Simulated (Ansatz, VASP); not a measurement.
## One calculation of Ti, two programs

```
Ti
1.0
     2.90575    0.00000    0.00000
    -1.45287    2.51645    0.00000
     0.00000    0.00000    4.54542
Ti
2
Direct
  0.33333 0.66667 0.25000
  0.66667 0.33333 0.75000
```

Change from the starting cell: strain -0.015 along x and y, -0.030 along z, atoms carried along.

Alike in both runs: task single point; functional PBE; k mesh 18 × 18 × 10; occupations gaussian, width 0.15 eV; no spin polarisation.

|  | VASP | Ansatz |
| --- | --- | --- |
| version | VASP 6.6.1 | Ansatz 0.2.0 |
| potentials or method | VASP PAW PBE potentials, release 64 (Ti_sv), cutoff 520 eV | scalar-relativistic, plane waves, PAW |
| valence electrons in the cell | 24 | 24 |

VASP gave:

| Property | Result |
| --- | --- |
| gap on the k mesh at the Fermi level (eV) | none |
| pressure (GPa) | 5.1 |
| traceless stress, the component that is largest in VASP (GPa) | 1.02 |

Task: Which values does Ansatz return?

Result: gap on the k mesh at the Fermi level (eV): none; pressure (GPa): 5.6; traceless stress, the component that is largest in VASP (GPa): 1.02.

A gap of «none» marks a metal or a gap that the smearing closes. With one functional, cell and mesh, what is left measures potentials, basis and numerics.
